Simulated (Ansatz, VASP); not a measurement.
## TiPt3: VASP beside Ansatz

```xyz
4
Lattice="3.8970 0.0000 0.0000 0.0000 3.8970 0.0000 0.0000 0.0000 3.8970" Properties=species:S:1:pos:R:3 pbc="T T T"
Ti    0.0000    0.0000    0.0000
Pt    0.0000    1.9485    1.9485
Pt    1.9485    0.0000    1.9485
Pt    1.9485    1.9485    0.0500
```

Alike in both runs: task single point; functional PBE; k mesh 10 × 10 × 10; occupations gaussian, width 0.05 eV; no spin polarisation.

|  | VASP | Ansatz |
| --- | --- | --- |
| version | VASP 6.6.1 | Ansatz 0.2.0 |
| potentials or method | VASP PAW PBE potentials, release 64 (Ti_sv, Pt), cutoff 520 eV | scalar-relativistic, plane waves, PAW |
| valence electrons in the cell | 42 | 66 |

```csv
,VASP,Ansatz,Ansatz less VASP
gap on the k mesh at the Fermi level (eV),none,none,-
pressure (GPa),9.9,10.3,+0.39
"traceless stress, the component that is largest in VASP (GPa)",0.08,0.08,+0.001
rms of the force components (eV/Å),0.270,0.273,+0.0028
```

Atom by atom the forces differ by 0.003 eV/Å (rms over components). A gap of «none» marks a metal or a gap that the smearing closes. VASP's potentials hold 42 valence electrons a cell and Ansatz's 66, so a difference there can come from the potentials and not from the codes.

Neither program's run includes spin-orbit coupling.
